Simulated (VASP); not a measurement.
# ZrS (I4/mmm) in VASP: notebook, part 2 of 2

VASP 6.6.1. The steps go on from the part before.

## 4. Single point, PBEsol (strain +0.080 along x and y, +0.040 along z)

Contents of INCAR:

```
  ALGO = Normal
  EDIFF = 1E-7
  ENCUT = 520
  GGA = PS
  ISIF = 2
  ISMEAR = 0
  LASPH = T
  LCHARG = F
  LREAL = F
  LWAVE = F
  NBANDS = 16
  NELM = 100
  PREC = Accurate
  SIGMA = 0.15
```

Contents of KPOINTS:

```
k-points
0
Gamma
  16 16 16
```

Contents of POSCAR:

```
ZrS
1.0
    0.0000000000      2.8350000000      2.7300000000
    2.8350000000      0.0000000000      2.7300000000
    2.8350000000      2.8350000000      0.0000000000
Zr S
1 1
Direct
    0.0000000000      0.0000000000      0.0000000000
    0.5000000000      0.5000000000      0.5000000000
```

Potentials or basis: VASP PAW PBE potentials, release 64 (Zr_sv, S).

Launch:

```
$ cat potpaw_PBE.64/Zr_sv/POTCAR potpaw_PBE.64/S/POTCAR > POTCAR
$ mpirun -np 1 vasp_std > vasp.out
```

OUTCAR:

```text
EDIFF = 1E-7
   ENCUT = 520
   GGA = PS
   ISIF = 2
   ISMEAR = 0
   LASPH = T
   LREAL = F
   NELM = 100
   PREC = Accurate

 ion  position               nearest neighbor table
   1  0.000  0.000  0.000-   2 2.73   2 2.73   2 2.83   2 2.83   2 2.83   2 2.83
   2  0.500  0.500  0.500-   1 2.73   1 2.73   1 2.83   1 2.83   1 2.83   1 2.83

  LATTYP: Found a body centered tetragonal cell.
 ALAT       =     4.0092954493
 C/A-ratio  =     1.3618352823

  Lattice vectors:

 A1 = (   0.0000000000,  -2.8350000000,  -2.7300000000)
 A2 = (   0.0000000000,   2.8350000000,  -2.7300000000)
 A3 = (   2.8350000000,   0.0000000000,   2.7300000000)

Analysis of symmetry for initial positions (statically):
=====================================================================
 Subroutine PRICEL returns:
 Original cell was already a primitive cell.

 Routine SETGRP: Setting up the symmetry group for a
 body centered tetragonal supercell.

 Subroutine GETGRP returns: Found 16 space group operations
 (whereof 16 operations were pure point group operations)
 out of a pool of 16 trial point group operations.

The static configuration has the point symmetry D_4h.

Analysis of symmetry for dynamics (positions and initial velocities):
=====================================================================
 Subroutine PRICEL returns:
 Original cell was already a primitive cell.

 Routine SETGRP: Setting up the symmetry group for a
 body centered tetragonal supercell.

 Subroutine GETGRP returns: Found 16 space group operations
 (whereof 16 operations were pure point group operations)
 out of a pool of 16 trial point group operations.

The dynamic configuration has the point symmetry D_4h.

 Subroutine INISYM returns: Found 16 space group operations
 (whereof 16 operations are pure point group operations),
 and found     1 'primitive' translations

[... 108 lines left out ...]
   EFERMI =   0.00;   METHOD = LEGACY
   ISMEAR =     0;   SIGMA  =   0.15  broadening in eV -4-tet -1-fermi 0-gaus
   EFERMI_NEDOS =   21; number of points for ismear=-14 and -15
   IALGO  =     38    algorithm
   IMIX   =      4    mixing-type and parameters
     AMIX     =   0.40;   BMIX     =  1.00
     AMIX_MAG =   1.60;   BMIX_MAG =  1.00
  volume/ion in A,a.u.               =      21.94       148.07
  Fermi-wavevector in a.u.,A,eV,Ry     =   1.216371  2.298608 20.130616  1.479559
  Thomas-Fermi vector in A             =   2.351727
   LORBIT       =      0    0 simple, 1 ext, 2 COOP (PROOUT), +10 PAW based schemes
   GGA     = PS    functional components
   LHFCALC =     F    Hartree Fock is set to
   AEXX    =    0.0000 exact exchange contribution
   IVDW    =     0    specifies the selected vdW correction
   LEPSILON=     F    determine dielectric tensor
   LRPA    =     F    only Hartree local field effects (RPA)
 non-spin polarized calculation
 Gauss-broadening in eV      SIGMA  =   0.15
  energy-cutoff  :      520.00
  volume of cell :       43.88
 maximum number of plane-waves:      1211
 NGX is ok and might be reduce to    30
   NGX = 15   NGY = 15   NGZ = 15

 number of electron      17.9999999 magnetization

 Free energy of the ion-electron system (eV)
  ---------------------------------------------------
  ext. energy  EPLUGINS =         0.00000000
  ---------------------------------------------------
  free energy    TOTEN  =       -15.76430394 eV

  energy without entropy =      -15.74398206  energy(sigma->0) =      -15.75414300

 E-fermi :   8.3451     XC(G=0): -10.5552

 val. band max:        8.3444587220   @ k =  -0.1250   0.0000   0.1250
 cond. band min:       8.3485710527   @ k =  -0.2500   0.3750   0.1250
 fundamental gap:      0.0041123307
 Fermi energy:         8.3451210024

 k-point     1 :       0.0000    0.0000    0.0000
  band No.  band energies     occupation
      1     -41.9368      2.00000
      2     -19.9106      2.00000
      3     -19.9106      2.00000
      4     -19.9103      2.00000
      5      -6.5759      2.00000
      6       4.9684      2.00000
[... 433 lines left out ...]
      3     -19.9143      2.00000
      4     -19.9115      2.00000
      5      -6.4976      2.00000
      6       4.3321      2.00000
[... 8 lines left out ...]
     15      15.6984      0.00000
     16      18.0041      0.00000

 [... further k-points ...]
[... 5 lines left out ...]
  --------------------------------------------------------------------------------------
  -------------------------------------------------------------------------------------
  Total       -5.7618357     -5.7618357     -5.1169013      0.0000000      0.0000000     -0.0000000
  in kB     -210.3646114   -210.3646114   -186.8180591      0.0000000      0.0000000     -0.0000000
  external PRESSURE =    -202.5157606 kB  Pullay stress =       0.0000000 kB

 VOLUME and BASIS-vectors are now :
 -----------------------------------------------------------------------------
  energy-cutoff  :      520.00
  volume of cell :       43.88
      direct lattice vectors                 reciprocal lattice vectors
     0.000000000  2.835000000  2.730000000    -0.176366843  0.176366843  0.183150183
     2.835000000  0.000000000  2.730000000     0.176366843 -0.176366843  0.183150183
     2.835000000  2.835000000  0.000000000     0.176366843  0.176366843 -0.183150183

 POSITION                                       TOTAL-FORCE (eV/Angst)
 -----------------------------------------------------------------------------------
      0.00000      0.00000      0.00000         0.000000     -0.000000      0.000000
      2.83500      2.83500      2.73000        -0.000000      0.000000      0.000000
 -----------------------------------------------------------------------------------
    total drift:                               -0.000000      0.000000      0.000000

  FREE ENERGIE OF THE ION-ELECTRON SYSTEM (eV)
  ---------------------------------------------------
  free  energy   TOTEN  =       -15.7643039395 eV

  energy  without entropy=      -15.7439820586  energy(sigma->0) =      -15.75414300
```

It took 3.4 min on 1 thread of Intel Xeon 6975P-C, shared host; peak memory 0.36 GiB.

What came out:

| Quantity | Value |
| --- | --- |
| Free energy | -15.7643 eV |
| Pressure | -20.3 GPa |
| Band gap on the k mesh | zero (band 9 reaches 9.35 eV, above the bottom of band 10 at 7.27 eV) |

Caveat: the cell differs from its parent crystal (strain +0.080 along x and y, +0.040 along z); the PAW data sets were made with another functional, which shifts forces and pressure a little.

## 5. Summary

```tsv
cell	gap on the mesh (eV)	pressure (GPa)
a = 3.793, b = 3.793, c = 4.009 Å, angles 58.1, 58.1, 63.8°, 2 atoms	none	-12.5
a = 3.864, b = 3.864, c = 4.009 Å, angles 58.7, 58.7, 62.5°, 2 atoms	none	-17.3
a = 3.936, b = 3.936, c = 4.009 Å, angles 59.4, 59.4, 61.2°, 2 atoms	none	-20.3
```

Alike in all rows: task single point; level PBEsol; potentials or basis VASP PAW PBE potentials, release 64 (Zr_sv, S); no spin polarisation; k mesh 16 × 16 × 16; cutoff (eV) 520; smearing gaussian 0.15 eV.

Caveats: the PAW data sets were made with another functional, which shifts forces and pressure a little.

Total energies depend on the potentials used, so only differences within one code and one set of settings carry meaning.
